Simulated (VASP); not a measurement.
## Li4SiC2: single point with PBE

Li4SiC2:

```xyz
7
Lattice="-4.3681 4.3681 1.3402 4.3681 -4.3681 1.3402 4.3681 4.3681 -1.3402" Properties=species:S:1:pos:R:3 pbc="T T T"
Li    4.3681    2.2480    0.0000
Li    2.2480    4.3681    0.0000
Li    2.1201    0.0000    1.3402
Li    0.0000    2.1201    1.3402
Si    0.0000    0.0000    0.0000
C     0.0000    4.3681    0.6701
C     4.3681    0.0000    0.6701
```

The cell was built from a structure type or drawn by symmetry, and may not be a known phase.

```json
{
 "Program": "VASP 6.6.1",
 "Task": "single point",
 "Functional": "PBE",
 "Potentials or basis": "VASP PAW PBE potentials, release 64 (Li_sv, Si, C)",
 "Cutoff": "520 eV",
 "k mesh": "6 × 6 × 6",
 "Occupations": "gaussian, width 0.1 eV",
 "Spin": "no spin polarisation"
}
```

The largest force is 0.007 eV/Å and the band gap on the k mesh is zero (bands 12 and 13 overlap by 2.30 eV).

Forces on the atoms (eV/Å):
```
Li   0.000 -0.007  0.000
Li  -0.007  0.000  0.000
Li   0.007  0.000  0.000
Li   0.000  0.007  0.000
Si   0.000  0.000  0.000
C    0.000  0.000  0.000
C    0.000  0.000  0.000
```

Levels at points of the mesh, in eV from the Fermi level:
```tsv
k point	band 10	band 11	band 12	band 13	band 14	band 15
(0.00, 0.00, 0.00)	-2.53	-2.53	-1.24	-0.57	3.48	3.86
(0.50, 0.00, 0.00)	-3.50	-3.47	-3.42	-0.31	0.20	2.79
(0.50, 0.50, 0.00)	-3.28	-2.55	-0.20	1.26	2.38	3.47
(0.50, 0.50, 0.50)	-3.08	-3.08	1.54	2.18	2.18	2.70
```

Wall time 74 s on 1 thread of Intel(R) Xeon(R) 6975P-C (Granite Rapids) (shared host), peak memory 0.31 GiB.

Caveat: the k points lie up to 0.41 Å⁻¹ apart, too coarse for converged energies and pressures of a metal.
